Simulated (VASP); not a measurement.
Input of a VASP 6.6.1 run:

INCAR

```
PREC = Accurate
ENCUT = 520
EDIFF = 1E-7
ISMEAR = 0
SIGMA = 0.01
LREAL = False
LASPH = True
NELM = 100
ALGO = Normal
ISIF = 2
LWAVE = False
LCHARG = True
GGA = PS
LELF = True
LVHAR = True
NBANDS = 16
```

The input KPOINTS:

```
Automatic mesh
0
Gamma
  6 6 6
```

POSCAR

```
CdTe
1.0
    3.2122575946      3.2122575946      0.0000000000
   -3.2122575946      3.2122575946      0.0000000000
    0.0000000000      3.2122575946      3.2883133696
Cd Te
1 1
Direct
    0.0000000000      0.0000000000      0.0000000000
    0.7500000000      0.2500000000      0.5000000000
```

Potentials or basis: VASP PAW PBE potentials, release 64 (Cd, Te).

Command:

```console
$ cat potpaw_PBE.64/Cd/POTCAR potpaw_PBE.64/Te/POTCAR > POTCAR
$ mpirun -np 1 vasp_std > vasp.out
```

(1) What does it give for the band gap on the k mesh?

(2) Predict the pressure.

Answers

(1) 0.64 eV, direct.

(2) 0.5 GPa.

Caveat: the cell differs from its parent crystal (in-plane strain -0.01, then relaxed in part); the PAW data sets were made with another functional, which shifts forces and pressure a little; spin-orbit coupling is left out, which moves the levels of the heavy elements.
